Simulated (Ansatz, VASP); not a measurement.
# One calculation of Al, two programs

Contents of INCAR:

```
SYSTEM = Al
ALGO = Fast
EDIFF = 1E-7
ENCUT = 520
GGA = PE
ISIF = 2
ISMEAR = 0
LASPH = .TRUE.
LCHARG = .FALSE.
LREAL = .FALSE.
LWAVE = .FALSE.
NBANDS = 30
NELM = 100
PREC = Accurate
SIGMA = 0.1
```

The input KPOINTS:

```
k-points
0
G
  30 30 4
  0 0 0
```

The input POSCAR:

```
Al
1.0
    2.8562264948      0.0000000000      0.0000000000
   -1.4281132474      2.4735647035      0.0000000000
    0.0000000000      0.0000000000     28.0449565798
Al
12
Direct
    0.0000000000      0.0000000000     -0.0000674249
    0.3333333333      0.6666666667      0.0829914858
    0.6666666667      0.3333333333      0.1660742654
    0.0000000000      0.0000000000      0.2489554562
    0.3333333333      0.6666666667      0.3329695537
    0.0000000000      0.0000000000      0.4169146209
    0.6666666667      0.3333333333      0.4997520458
    0.3333333333      0.6666666667      0.5836971130
    0.6666666667      0.3333333333      0.6677112105
    0.0000000000      0.0000000000      0.7505924013
    0.3333333333      0.6666666667      0.8336751808
    0.6666666667      0.3333333333      0.9167340915
```

Input for Ansatz:

```yaml
crystal:
  lattice:
    - [2.8562264948, 0.0, 0.0]
    - [-1.4281132474, 2.4735647035, 0.0]
    - [0.0, 0.0, 28.0449565798]
  atoms:
    - { symbol: Al, position: [0.0, 0.0, -6.74249e-05] }
    - { symbol: Al, position: [0.3333333333, 0.6666666667, 0.0829914858] }
    - { symbol: Al, position: [0.6666666667, 0.3333333333, 0.1660742654] }
    - { symbol: Al, position: [0.0, 0.0, 0.2489554562] }
    - { symbol: Al, position: [0.3333333333, 0.6666666667, 0.3329695537] }
    - { symbol: Al, position: [0.0, 0.0, 0.4169146209] }
    - { symbol: Al, position: [0.6666666667, 0.3333333333, 0.4997520458] }
    - { symbol: Al, position: [0.3333333333, 0.6666666667, 0.583697113] }
    - { symbol: Al, position: [0.6666666667, 0.3333333333, 0.6677112105] }
    - { symbol: Al, position: [0.0, 0.0, 0.7505924013] }
    - { symbol: Al, position: [0.3333333333, 0.6666666667, 0.8336751808] }
    - { symbol: Al, position: [0.6666666667, 0.3333333333, 0.9167340915] }
basis:
  ecutwfc: 420
kpoints:
  mp_grid: { grid: [30, 30, 4] }
hamiltonian:
  xc: pbe
scf:
  occupations: { method: gaussian, width: 0.1 }
output:
  forces: true
  stress: true
  eigenvalues: true
```

Alike in both runs: task single point; functional PBE; k mesh 30 × 30 × 4; occupations gaussian, width 0.1 eV; no spin polarisation.

```csv
,VASP,Ansatz
version,VASP 6.6.1,Ansatz 0.2.0
potentials or method,"VASP PAW PBE potentials, release 64 (Al), cutoff 520 eV","scalar-relativistic, plane waves, PAW"
valence electrons in the cell,36,36
```

```tsv
	VASP	Ansatz	Ansatz less VASP
gap on the k mesh at the Fermi level (eV)	none	none	-
pressure (GPa)	0.0	0.0	+0.04
traceless stress, the component that is largest in VASP (GPa)	0.21	0.21	-0.003
rms of the force components (eV/Å)	0.005	0.005	+0.0001
```

Atom by atom the forces differ by 0.000 eV/Å (rms over components). A gap of «none» marks a metal or a gap that the smearing closes.
